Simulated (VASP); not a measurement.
**Y: relaxation of volume and atoms at fixed shape with r2SCAN**

The system is Y.

```
Y
1.0
     3.64740    0.00000    0.00000
    -1.82370    3.15874    0.00000
     0.00000    0.00000    5.73060
Y
2
Direct
  0.33333 0.66667 0.25000
  0.66667 0.33333 0.75000
```

| Property | Result |
| --- | --- |
| Program | VASP 6.6.1 |
| Task | relaxation of volume and atoms at fixed shape |
| Functional | r2SCAN |
| Potentials or basis | VASP PAW PBE potentials, release 64 (Y_sv) |
| Cutoff | 600 eV |
| k mesh | 8 × 8 × 5 |
| Occupations | gaussian, width 0.05 eV |
| Spin | no spin polarisation |
| Dipole correction | no |
| Further INCAR settings | ALGO = Normal; EDIFF = 1e-06; IBRION = 2; EDIFFG = -0.02; NSW = 80; ISIF = 8 |

```
Relaxed volume                         : 33.62 Å³/atom
Relaxed cell                           : a = 3.670 Å, b = 3.670 Å, c = 5.765 Å, α = 90.00°, β = 90.00°, γ = 120.00°
Space group after relaxing (to 0.05 Å) : P6_3/mmc (No. 194)
Energy gained by relaxing              : 1.4 meV/atom
Ionic steps                            : 3
Pressure after relaxing                : 0.0 GPa
Band gap on the k mesh                 : zero (band 11 reaches 3.71 eV, above the bottom of band 12 at 2.41 eV)
```

Stress tensor (GPa, compression positive):
```
 0.16  0.00  0.00
 0.00  0.16  0.00
 0.00  0.00 -0.31
```

The path:
| step | energy change (eV) | largest force (eV/Å) | pressure (GPa) | volume (Å³) |
| --- | --- | --- | --- | --- |
| 1 | 0.0000 | 0.0000 | 0.74 | 66.02 |
| 2 | -0.0026 | 0.0000 | -0.15 | 67.49 |
| 3 | -0.0028 | 0.0000 | 0.00 | 67.23 |

Final structure:
```yaml
crystal:
  lattice:
    - [3.66953, 0.00000, 0.00000]
    - [-1.83476, 3.17790, 0.00000]
    - [0.00000, 0.00000, 5.76536]
  atoms:
    - { symbol: Y, position: [0.33333, 0.66667, 0.25000] }
    - { symbol: Y, position: [0.66667, 0.33333, 0.75000] }
```

Levels at points of the mesh, in eV from the Fermi level:
```
           k point  band 8  band 9  band 10  band 11  band 12  band 13  band 14  band 15
(0.00, 0.00, 0.00)  -23.27   -4.88    -1.85     0.67     1.98     1.98     2.30     2.62
(0.50, 0.00, 0.00)  -23.35   -1.70    -1.16    -0.79    -0.24     1.47     1.71     2.22
```

Run time: 6.7 min on 1 thread of AMD EPYC 9R45 96-Core Processor (Zen 5), on a shared host, peak memory 0.22 GiB.

Caveat: the PAW data sets were made with another functional, which shifts forces and pressure a little. Zero-point motion and thermal expansion aren't in these numbers.
